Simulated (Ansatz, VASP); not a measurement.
# Two plane-wave programs on C

```xyz
2
Lattice="2.5660 0.0000 0.0000 -1.2830 2.2222 0.0000 0.0000 0.0000 26.0024" Properties=species:S:1:pos:R:3 pbc="T T T"
C     1.2830    0.7407   13.0727
C     0.0000    1.4815   12.9297
```

Alike in both runs: task single point; functional PBE; dispersion D3(BJ); k mesh 21 × 21 × 1; occupations gaussian, width 0.1 eV; no spin polarisation.

|  | VASP | Ansatz |
| --- | --- | --- |
| version | VASP 6.6.1 | Ansatz 0.2.0 |
| potentials or method | VASP PAW PBE potentials, release 64 (C), cutoff 520 eV | scalar-relativistic, plane waves, PAW |
| valence electrons in the cell | 8 | 8 |

|  | VASP | Ansatz | Ansatz less VASP |
| --- | --- | --- | --- |
| gap on the k mesh at the Fermi level (eV) | none | none | - |
| rms of the force components (eV/Å) | 1.362 | 1.367 | +0.0048 |

Atom by atom the forces differ by 0.005 eV/Å (rms over components). A gap of «none» marks a metal or a gap that the smearing closes.
